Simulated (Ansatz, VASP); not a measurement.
One calculation of BP, two programs

Contents of INCAR:

```
SYSTEM = BP
  PREC = Accurate
  ENCUT = 500
  EDIFF = 1E-6
  ISMEAR = 0
  SIGMA = 0.02
  LREAL = .False.
  LASPH = .True.
  NELM = 120
  ALGO = Normal
  ISIF = 2
  LWAVE = .False.
  LCHARG = .False.
  NBANDS = 11
  GGA_COMPAT = .False.
```

Contents of KPOINTS:

```
Automatic mesh
0
Gamma
  10 10 10
  0 0 0
```

The input POSCAR:

```
BP
1.0
    0.0000000000      2.2225562590      2.2225562590
    2.2225562590      0.0000000000      2.2225562590
    2.2225562590      2.2225562590      0.0000000000
B P
1 1
Direct
    0.0000000000      0.0000000000      0.0000000000
    0.2500000000      0.2500000000      0.2500000000
```

Input for Ansatz:

```yaml
crystal:
  lattice:
    - [0.0, 2.222556259, 2.222556259]
    - [2.222556259, 0.0, 2.222556259]
    - [2.222556259, 2.222556259, 0.0]
  atoms:
    - { symbol: B, position: [0.0, 0.0, 0.0] }
    - { symbol: P, position: [0.25, 0.25, 0.25] }
basis:
  ecutwfc: 420
kpoints:
  mp_grid: { grid: [10, 10, 10] }
hamiltonian:
  xc: lda
scf:
  occupations: { method: gaussian, width: 0.02 }
output:
  forces: true
  stress: true
  eigenvalues: true
```

Alike in both runs: task single point; functional LDA; k mesh 10 × 10 × 10; occupations gaussian, width 0.02 eV; no spin polarisation.

|  | VASP | Ansatz |
| --- | --- | --- |
| version | VASP 6.6.1 | Ansatz 0.2.0 |
| potentials or method | VASP PAW LDA potentials, release 64 (B, P), cutoff 500 eV | scalar-relativistic, plane waves, PAW |
| valence electrons in the cell | 8 | 8 |

Ansatz gave:

| Property | Result |
| --- | --- |
| gap on the k mesh at the Fermi level (eV) | 1.11 |
| least direct gap on the mesh (eV) | 3.48 |
| pressure (GPa) | 5.7 |

Q: Estimate VASP's values.

A: gap on the k mesh at the Fermi level (eV): 1.11; least direct gap on the mesh (eV): 3.48; pressure (GPa): 5.5.

LDA's correlation is that of Perdew and Zunger in VASP and of Perdew and Wang (1992) in Ansatz.
